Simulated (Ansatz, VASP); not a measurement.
## Two plane-wave programs on Be2Se

```
Be Se
1.0
     0.00000    2.85546    2.85546
     2.85546    0.00000    2.85546
     2.85546    2.85546    0.00000
Be Se
2 1
Direct
  0.75000 0.75000 0.75000
  0.25000 0.25000 0.25000
  0.00000 0.00000 0.00000
```

Change from the starting cell: species swapped into the Sr2Ir type (Fm-3m, No. 225).

Alike in both runs: functional PBE; k mesh 14 × 14 × 14; occupations gaussian, width 0.1 eV; no spin polarisation.

Ansatz relaxed the structure, and its values are those at the end. VASP's run is a single point on that final structure, the one shown.

|  | VASP | Ansatz |
| --- | --- | --- |
| version | VASP 6.6.1 | Ansatz 0.2.0 |
| potentials or method | VASP PAW PBE potentials, release 64 (Be, Se), cutoff 520 eV | scalar-relativistic, plane waves, PAW |
| valence electrons in the cell | 10 | 20 |

Ansatz gave:

```
gap on the k mesh at the Fermi level (eV) : none
pressure (GPa)                            : 0.0
```

Question: Which values does VASP return?

Answer: gap on the k mesh at the Fermi level (eV): none; pressure (GPa): 0.1.

A gap of «none» marks a metal or a gap that the smearing closes. VASP's potentials hold 10 valence electrons a cell and Ansatz's 20, so a difference there can come from the potentials and not from the codes.
